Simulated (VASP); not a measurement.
# Bi (Im-3m) in VASP: notebook

Bi is run at these levels: PBEsol; tasks: relaxation of cell and atoms.

Everything below comes from runs of VASP 6.6.1. Logs are shortened: lines on timing, memory, paths and dates and some standing lists are left out, and cuts for length are marked.

## (1) The cell of the first run

It takes space group Im-3m (No. 229, cubic). The conventional cell has a = 3.963 Å, b = 3.963 Å, c = 3.963 Å, α = 90.00°, β = 90.00°, γ = 90.00°. Within 4.5 Å of Bi (site symmetry m-3m) lie 14 Bi at 3.43 to 3.96 Å.

## (2) Relaxation of cell and atoms, PBEsol, target pressure 20 GPa, at which the enthalpy is minimised

File INCAR:

```
  PREC = Accurate
  ENCUT = 600
  EDIFF = 1E-6
  ISMEAR = -1
  SIGMA = 0.05
  LREAL = False
  LASPH = True
  NELM = 60
  ALGO = Normal
  ISIF = 3
  LWAVE = False
  LCHARG = False
  GGA = PS
  IBRION = 2
  NSW = 80
  EDIFFG = -0.02
  PSTRESS = 200.0
```

File KPOINTS:

```
regular mesh
0
Gamma
  9 9 9
```

File POSCAR:

```
Bi
1.0
   -1.9814305318      1.9814305318      1.9814305318
    1.9814305318     -1.9814305318      1.9814305318
    1.9814305318      1.9814305318     -1.9814305318
Bi
1
Direct
    0.0000000000      0.0000000000      0.0000000000
```

Potentials or basis: VASP PAW PBE potentials, release 64 (Bi_d).

On the command line:

```bash
$ cat potpaw_PBE.64/Bi_d/POTCAR > POTCAR
$ mpirun -np 1 vasp_std > vasp.out
```

OUTCAR:

```text
PREC = Accurate
   ENCUT = 600
   EDIFF = 1E-6
   ISMEAR = -1
   LREAL = False
   LASPH = True
   NELM = 60
   ISIF = 3
   GGA = PS
   IBRION = 2
   NSW = 80
   EDIFFG = -0.02
   PSTRESS = 200.0

 ion  position               nearest neighbor table
   1  0.000  0.000  0.000-

  LATTYP: Found a body centered cubic cell.
 ALAT       =     3.9628610636

  Lattice vectors:

 A1 = (  -1.9814305318,   1.9814305318,   1.9814305318)
 A2 = (   1.9814305318,  -1.9814305318,   1.9814305318)
 A3 = (   1.9814305318,   1.9814305318,  -1.9814305318)

Analysis of symmetry for initial positions (statically):
=====================================================================
 Subroutine PRICEL returns:
 Original cell was already a primitive cell.

 Routine SETGRP: Setting up the symmetry group for a
 body centered cubic supercell.

 Subroutine GETGRP returns: Found 48 space group operations
[... 9 lines left out ...]

 Routine SETGRP: Setting up the symmetry group for a
 body centered cubic supercell.

 Subroutine GETGRP returns: Found 48 space group operations
[... 11 lines left out ...]
                                     Primitive cell

  volume of cell :      31.1169

  direct lattice vectors                    reciprocal lattice vectors
    -1.981430532  1.981430532  1.981430532     0.000000000  0.252342937  0.252342937
     1.981430532 -1.981430532  1.981430532     0.252342937  0.000000000  0.252342937
     1.981430532  1.981430532 -1.981430532     0.252342937  0.252342937  0.000000000

  length of vectors
     3.431938353  3.431938353  3.431938353     0.356866804  0.356866804  0.356866804

  position of ions in fractional coordinates (direct lattice)
     0.000000000  0.000000000  0.000000000

  ion indices of the primitive-cell ions
   primitive index   ion index
                 1           1

----------------------------------------------------------------------------------------

 KPOINTS: regular mesh

Automatic generation of k-mesh.
 Grid dimensions read from file:
 generate k-points for:    9    9    9

 Generating k-lattice:

  Cartesian coordinates                     Fractional coordinates (reciprocal lattice)
     0.000000000  0.028038104  0.028038104     0.111111111  0.000000000  0.000000000
     0.028038104  0.000000000  0.028038104     0.000000000  0.111111111  0.000000000
     0.028038104  0.028038104  0.000000000     0.000000000  0.000000000  0.111111111

  Length of vectors
     0.039651867  0.039651867  0.039651867

  Shift w.r.t. Gamma in fractional coordinates (k-lattice)
     0.000000000  0.000000000  0.000000000

 Subroutine IBZKPT returns following result:
 ===========================================

 Found     35 irreducible k-points:

 Following reciprocal coordinates:
            Coordinates               Weight
  0.000000  0.000000  0.000000      1.000000
  0.111111  0.000000  0.000000     12.000000
  0.222222  0.000000  0.000000     12.000000
  0.333333  0.000000  0.000000     12.000000
  0.444444  0.000000  0.000000     12.000000
  0.111111  0.111111  0.000000     24.000000
[... 16 lines left out ...]
 -0.333333  0.444444  0.111111     48.000000
 -0.444444 -0.444444  0.111111     24.000000
 [... further k-points ...]
   k-points           NKPTS =     35   k-points in BZ     NKDIM =     35   number of bands    NBANDS=     11
   number of dos      NEDOS =    301   number of ions     NIONS =      1
   total plane-waves  NPLWV =  21952
   dimension x,y,z NGX =    28 NGY =   28 NGZ =   28
   dimension x,y,z NGXF=    56 NGYF=   56 NGZF=   56
   ions per type =               1
   NGX,Y,Z   is equivalent  to a cutoff of  13.56, 13.56, 13.56 a.u.
   NGXF,Y,Z  is equivalent  to a cutoff of  27.13, 27.13, 27.13 a.u.
 SYSTEM =  unknown system
   PREC   = accura    normal or accurate (medium, high low for compatibility)
   ISTART =      0    job   : 0-new  1-cont  2-samecut
   ICHARG =      2    charge: 1-file 2-atom 10-const
   ISPIN  =      1    spin polarized calculation?
   LNONCOLLINEAR =      F non collinear calculations
   LSORBIT =      F    spin-orbit coupling
   LASPH  =      T    aspherical Exc in radial PAW
   ENCUT  =  600.0 eV  44.10 Ry    6.64 a.u.   6.85  6.85  6.85*2*pi/ulx,y,z
   NELM   =     60;   NELMIN=  2; NELMDL= -5     # of ELM steps
   EDIFF  = 0.1E-05   stopping-criterion for ELM
   LREAL  =      F    real-space projection
   EDIFFG = -.2E-01   stopping-criterion for IOM
   NSW    =     80    number of steps for IOM
   IBRION =      2    ionic relax: 0-MD 1-quasi-New 2-CG
   NFREE  =      1    steps in history (QN), initial steepest desc. (CG)
   ISIF   =      3    stress and relaxation
   ISYM   =      2    0-nonsym 1-usesym 2-fastsym
   POTIM  = 0.5000    time-step for ionic-motion
   TEBEG  =    0.0;   TEEND  =   0.0 temperature during run
   PSTRESS=  200.0 pullay stress
   NELECT =      15.0000    total number of electrons
   NUPDOWN=      -1.0000    fix difference up-down
   EMIN   =  10.00;   EMAX   =-10.00  energy-range for DOS
   EFERMI =   0.00;   METHOD = LEGACY
   ISMEAR =    -1;   SIGMA  =   0.05  broadening in eV -4-tet -1-fermi 0-gaus
   EFERMI_NEDOS =   21; number of points for ismear=-14 and -15
   IALGO  =     38    algorithm
   IMIX   =      4    mixing-type and parameters
     AMIX     =   0.40;   BMIX     =  1.00
     AMIX_MAG =   1.60;   BMIX_MAG =  1.00
  volume/ion in A,a.u.               =      31.12       209.99
  Fermi-wavevector in a.u.,A,eV,Ry     =   1.283630  2.425708 22.418388  1.647705
  Thomas-Fermi vector in A             =   2.415871
   LORBIT       =      0    0 simple, 1 ext, 2 COOP (PROOUT), +10 PAW based schemes
   GGA     = PS    functional components
   LHFCALC =     F    Hartree Fock is set to
   AEXX    =    0.0000 exact exchange contribution
   IVDW    =     0    specifies the selected vdW correction
   LEPSILON=     F    determine dielectric tensor
   LRPA    =     F    only Hartree local field effects (RPA)
 conjugate gradient relaxation of ions
 non-spin polarized calculation
  energy-cutoff  :      600.00
  volume of cell :       31.12
 maximum number of plane-waves:      1055
   NGX = 13   NGY = 13   NGZ = 13

--------------------------------------- Ionic step        1  -------------------------------------------

 number of electron      14.9999994 magnetization

 Free energy of the ion-electron system (eV)
  ---------------------------------------------------
  ext. energy  EPLUGINS =         0.00000000
  ---------------------------------------------------
  free energy    TOTEN  =        -4.22742945 eV

  energy without entropy =       -4.22326224  energy(sigma->0) =       -4.22534585

 E-fermi :   7.7608     XC(G=0): -10.4384

 val. band max:        7.7585285857   @ k =  -0.2222   0.2222   0.1111
 cond. band min:       7.9770849717   @ k =   0.3333   0.2222   0.1111
 fundamental gap:      0.2185563860
 Fermi energy:         7.7608399094

 k-point     1 :       0.0000    0.0000    0.0000
  band No.  band energies     occupation
      1     -15.1986      2.00000
      2     -15.1986      2.00000
      3     -15.1986      2.00000
      4     -15.0693      2.00000
      5     -15.0693      2.00000
      6      -5.7842      2.00000
      7      12.8650      0.00000
      8      12.8650      0.00000
      9      12.8650      0.00000
     10      16.8480      0.00000
     11      18.2229      0.00000

 k-point     2 :       0.1111    0.0000    0.0000
  band No.  band energies     occupation
      1     -15.2033      2.00000
      2     -15.1906      2.00000
      3     -15.1742      2.00000
      4     -15.0747      2.00000
      5     -15.0702      2.00000
      6      -5.5596      2.00000
      7      10.8500      0.00000
      8      12.2245      0.00000
      9      12.6621      0.00000
     10      16.5446      0.00000
     11      17.3116      0.00000
[... 447 lines left out ...]
  FREE ENERGIE OF THE ION-ELECTRON SYSTEM (eV)
  ---------------------------------------------------
  free  energy   TOTEN  =        -3.9888603417 eV

  energy  without entropy=       -3.9869871850  energy(sigma->0) =       -3.98792376

  enthalpy is  TOTEN    =        -0.9025183943 eV   P V=        3.0863419475

--------------------------------------- Ionic step        5  -------------------------------------------

 number of electron      14.9999999 magnetization

 Free energy of the ion-electron system (eV)
  ---------------------------------------------------
  ext. energy  EPLUGINS =         0.00000000
  ---------------------------------------------------
  free energy    TOTEN  =        -3.94473726 eV

  energy without entropy =       -3.94306141  energy(sigma->0) =       -3.94389933

 E-fermi :  11.4098     XC(G=0): -11.6641

 val. band max:       11.2331508365   @ k =   0.3333   0.2222   0.1111
 cond. band min:      11.5030747795   @ k =  -0.2222   0.2222   0.2222
 fundamental gap:      0.2699239429
 Fermi energy:        11.4097605436

 k-point     1 :       0.0000    0.0000    0.0000
  band No.  band energies     occupation
      1     -12.0790      2.00000
      2     -12.0790      2.00000
      3     -12.0790      2.00000
      4     -11.7973      2.00000
      5     -11.7973      2.00000
      6      -4.3676      2.00000
      7      18.3244      0.00000
      8      18.3244      0.00000
      9      18.3244      0.00000
     10      21.5948      0.00000
     11      21.6717      0.00000

 k-point     2 :       0.1111    0.0000    0.0000
  band No.  band energies     occupation
      1     -12.0903      2.00000
      2     -12.0642      2.00000
      3     -12.0272      2.00000
      4     -11.8098      2.00000
      5     -11.7986      2.00000
      6      -4.0692      2.00000
      7      15.7323      0.00000
      8      17.3525      0.00000
      9      17.8827      0.00000
     10      20.4613      0.00000
     11      21.1026      0.00000
[... 330 lines left out ...]
 POSITION                                       TOTAL-FORCE (eV/Angst)
 -----------------------------------------------------------------------------------
     -0.00000      0.00000      0.00000        -0.000000     -0.000000     -0.000000
 -----------------------------------------------------------------------------------
    total drift:                                0.000000     -0.000000      0.000000

  FREE ENERGIE OF THE ION-ELECTRON SYSTEM (eV)
  ---------------------------------------------------
  free  energy   TOTEN  =        -3.9447372564 eV

  energy  without entropy=       -3.9430614098  energy(sigma->0) =       -3.94389933

  enthalpy is  TOTEN    =        -0.9050444618 eV   P V=        3.0396927946

 reached required accuracy - stopping structural energy minimisation
```

Wall time 54 s (1 thread of AMD EPYC 7R43 (Zen 3), shared host); peak memory 0.14 GiB.

What came out:

```
Free energy                                            : -3.9447 eV
Relaxed volume                                         : 24.35 Å³/atom
Relaxed cell                                           : a = 3.163 Å, b = 3.163 Å, c = 3.163 Å, α = 109.47°, β = 109.47°, γ = 109.47°
Space group after relaxing (to 0.05 Å)                 : Im-3m (No. 229)
Energy change on relaxing (the enthalpy is what falls) : +282.7 meV/atom
Ionic steps                                            : 5
Pressure after relaxing                                : 20.0 GPa
```

The path:
| step | energy change (eV) | largest force (eV/Å) | pressure (GPa) | volume (Å³) |
| --- | --- | --- | --- | --- |
| 1 | 0.0000 | 0.0000 | -1.96 | 31.12 |
| 2 | 4.4373 | 0.0000 | 183.63 | 15.59 |
| 3 | 0.1861 | 0.0000 | 15.16 | 25.23 |
| 4 | 0.2386 | 0.0000 | 17.87 | 24.72 |
| 5 | 0.2827 | 0.0000 | 20.02 | 24.35 |

Final structure:
```
Bi
1.0
    -1.82593    1.82593    1.82593
     1.82593   -1.82593    1.82593
     1.82593    1.82593   -1.82593
Bi
1
Cartesian
  0.0000 0.0000 0.0000
```

Levels at points of the mesh, in eV from the Fermi level:
| k point | band 4 | band 5 | band 6 | band 7 | band 8 | band 9 | band 10 | band 11 |
| --- | --- | --- | --- | --- | --- | --- | --- | --- |
| (0.00, 0.00, 0.00) | -23.21 | -23.21 | -15.78 | 6.91 | 6.91 | 6.91 | 10.19 | 10.26 |

Caveat: the cell is relaxed towards a set pressure, so the enthalpy falls and the energy may rise; the volume moved by over 15 % at a fixed basis, so the end points are rough; the PAW data sets were made with another functional, which shifts forces and pressure a little; spin-orbit coupling is left out, which moves the levels of the heavy elements.

## (3) Relaxation of cell and atoms, PBEsol, target pressure 30 GPa, at which the enthalpy is minimised

File INCAR:

```
SYSTEM = Bi
ALGO = Normal ; EDIFF = 1E-6
EDIFFG = -0.02 ; ENCUT = 600
GGA = PS ; IBRION = 2
ISIF = 3 ; ISMEAR = -1
LASPH = .True. ; LCHARG = .False.
LREAL = .False. ; LWAVE = .False.
NELM = 100 ; NSW = 80
PREC = Accurate ; PSTRESS = 300.0
SIGMA = 0.05
```

File KPOINTS:

```
k-points
0
Gamma
  9 9 9
  0 0 0
```

POSCAR is that of step 2.

Potentials or basis: VASP PAW PBE potentials, release 64 (Bi_d).

On the command line:

```bash
$ cat potpaw_PBE.64/Bi_d/POTCAR > POTCAR
$ mpirun -np 1 vasp_std > vasp.out
```

OUTCAR:

```text
SYSTEM = Bi
   EDIFF = 1E-6
   EDIFFG = -0.02
   ENCUT = 600
   GGA = PS
   IBRION = 2
   ISIF = 3
   ISMEAR = -1
   LASPH = .True.
   LREAL = .False.
   NELM = 100
   NSW = 80
   PREC = Accurate
   PSTRESS = 300.0

 ion  position               nearest neighbor table
   1  0.000  0.000  0.000-

  LATTYP: Found a body centered cubic cell.
 ALAT       =     3.9628610636

  Lattice vectors:

 A1 = (  -1.9814305318,   1.9814305318,   1.9814305318)
 A2 = (   1.9814305318,  -1.9814305318,   1.9814305318)
 A3 = (   1.9814305318,   1.9814305318,  -1.9814305318)

Analysis of symmetry for initial positions (statically):
=====================================================================
 Subroutine PRICEL returns:
 Original cell was already a primitive cell.

 Routine SETGRP: Setting up the symmetry group for a
 body centered cubic supercell.

 Subroutine GETGRP returns: Found 48 space group operations
 (whereof 48 operations were pure point group operations)
 out of a pool of 48 trial point group operations.

The static configuration has the point symmetry O_h .

Analysis of symmetry for dynamics (positions and initial velocities):
=====================================================================
 Subroutine PRICEL returns:
 Original cell was already a primitive cell.

 Routine SETGRP: Setting up the symmetry group for a
 body centered cubic supercell.

 Subroutine GETGRP returns: Found 48 space group operations
 (whereof 48 operations were pure point group operations)
 out of a pool of 48 trial point group operations.

The dynamic configuration has the point symmetry O_h .

 Subroutine INISYM returns: Found 48 space group operations
 (whereof 48 operations are pure point group operations),
 and found     1 'primitive' translations

----------------------------------------------------------------------------------------

                                     Primitive cell

  volume of cell :      31.1169

  direct lattice vectors                    reciprocal lattice vectors
    -1.981430532  1.981430532  1.981430532     0.000000000  0.252342937  0.252342937
     1.981430532 -1.981430532  1.981430532     0.252342937  0.000000000  0.252342937
[... 114 lines left out ...]
 conjugate gradient relaxation of ions
 non-spin polarized calculation
  energy-cutoff  :      600.00
  volume of cell :       31.12
 maximum number of plane-waves:      1055
   NGX = 13   NGY = 13   NGZ = 13

--------------------------------------- Ionic step        1  -------------------------------------------

 number of electron      14.9999994 magnetization

 Free energy of the ion-electron system (eV)
  ---------------------------------------------------
  ext. energy  EPLUGINS =         0.00000000
  ---------------------------------------------------
  free energy    TOTEN  =        -4.22742945 eV

  energy without entropy =       -4.22326224  energy(sigma->0) =       -4.22534585

------------------------ aborting loop because EDIFF is reached ----------------------------------------

  FORCE on cell =-STRESS in cart. coord.  units (eV):
  Direction    XX          YY          ZZ          XY          YZ          ZX
  --------------------------------------------------------------------------------------
  -------------------------------------------------------------------------------------
  Total       -0.3811631     -0.3811631     -0.3811631     -0.0000000     -0.0000000      0.0000000
  in kB      -19.6256905    -19.6256905    -19.6256905     -0.0000000     -0.0000000      0.0000000
  external PRESSURE =    -319.6256905 kB  Pullay stress =     300.0000000 kB
[... 61 lines left out ...]
--------------------------------------- Ionic step        3  -------------------------------------------

 number of electron      15.0000000 magnetization

 E-fermi :   9.3711     XC(G=0): -10.9848

 val. band max:        9.1176044204   @ k =  -0.2222   0.2222   0.2222
 cond. band min:       9.3732899140   @ k =   0.3333   0.2222   0.1111
 fundamental gap:      0.2556854935
 Fermi energy:         9.3710557502

 k-point     1 :       0.0000    0.0000    0.0000
  band No.  band energies     occupation
      1     -13.8387      2.00000
      2     -13.8387      2.00000
      3     -13.8387      2.00000
      4     -13.6522      2.00000
      5     -13.6522      2.00000
      6      -5.1541      2.00000
      7      15.1949      0.00000
      8      15.1949      0.00000
      9      15.1955      0.00000
     10      19.7021      0.00000
     11      19.7021      0.00000
[... 543 lines left out ...]
--------------------------------------- Ionic step        9  -------------------------------------------

 number of electron      15.0000000 magnetization

 Free energy of the ion-electron system (eV)
  ---------------------------------------------------
  ext. energy  EPLUGINS =         0.00000000
  ---------------------------------------------------
  free energy    TOTEN  =        -3.72588593 eV

  energy without entropy =       -3.72464982  energy(sigma->0) =       -3.72526787

 E-fermi :  12.3711     XC(G=0): -11.9803

 val. band max:       12.1524990612   @ k =   0.3333   0.2222   0.1111
 cond. band min:      12.5049147011   @ k =   0.2222   0.2222   0.1111
 fundamental gap:      0.3524156399
 Fermi energy:        12.3710661329

 k-point     1 :       0.0000    0.0000    0.0000
  band No.  band energies     occupation
      1     -11.2284      2.00000
      2     -11.2284      2.00000
      3     -11.2284      2.00000
      4     -10.8916      2.00000
      5     -10.8916      2.00000
      6      -3.9947      2.00000
      7      19.8758      0.00000
      8      19.8758      0.00000
      9      19.8758      0.00000
     10      22.4977      0.00000
     11      22.4977      0.00000
[... 354 lines left out ...]
  energy  without entropy=       -3.7246498220  energy(sigma->0) =       -3.72526787

  enthalpy is  TOTEN    =         0.5682748295 eV   P V=        4.2941607561

 reached required accuracy - stopping structural energy minimisation
```

CONTCAR:

```text
Bi
   1.00000000000000
    -1.7897919276887440    1.7897919276887440    1.7897919276887440
     1.7897919276887440   -1.7897919276887440    1.7897919276887440
     1.7897919276887440    1.7897919276887440   -1.7897919276887440
  Bi
     1
Direct
     0.0000000000000000    0.0000000000000000    0.0000000000000000

  0.00000000E+00  0.00000000E+00  0.00000000E+00
```

It took 99 s on 1 thread of AMD EPYC 7R43 (Zen 3), shared host; peak memory 0.14 GiB.

What came out:

* Free energy: -3.7259 eV
* Relaxed volume: 22.93 Å³/atom
* Relaxed cell: a = 3.100 Å, b = 3.100 Å, c = 3.100 Å, α = 109.47°, β = 109.47°, γ = 109.47°
* Space group after relaxing (to 0.05 Å): Im-3m (No. 229)
* Energy change on relaxing (the enthalpy is what falls): +501.5 meV/atom
* Ionic steps: 9
* Pressure after relaxing: 30.0 GPa

Step by step:
| step | energy change (eV) | largest force (eV/Å) | pressure (GPa) | volume (Å³) |
| --- | --- | --- | --- | --- |
| 1 | 0.0000 | 0.0000 | -1.96 | 31.12 |
| 2 | 15.9142 | 0.0000 | 696.50 | 10.70 |
| 3 | 0.0278 | 0.0000 | 5.32 | 27.82 |
| 4 | 0.1319 | 0.0000 | 12.24 | 25.87 |
| 5 | 0.6061 | 0.0000 | 34.52 | 22.41 |
| 6 | 0.4867 | 0.0000 | 29.36 | 23.01 |
| 7 | 0.5140 | 0.0000 | 30.54 | 22.87 |
| 8 | 0.4728 | 0.0000 | 28.74 | 23.09 |
| 9 | 0.5015 | 0.0000 | 30.00 | 22.93 |

Final structure:
```
CELL_PARAMETERS angstrom
-1.78979 1.78979 1.78979
1.78979 -1.78979 1.78979
1.78979 1.78979 -1.78979
ATOMIC_POSITIONS crystal
Bi 0.00000 0.00000 0.00000
```

Caveat: the cell is relaxed towards a set pressure, so the enthalpy falls and the energy may rise; the volume moved by over 15 % at a fixed basis, so the end points are rough; the PAW data sets were made with another functional, which shifts forces and pressure a little; spin-orbit coupling is left out, which moves the levels of the heavy elements.
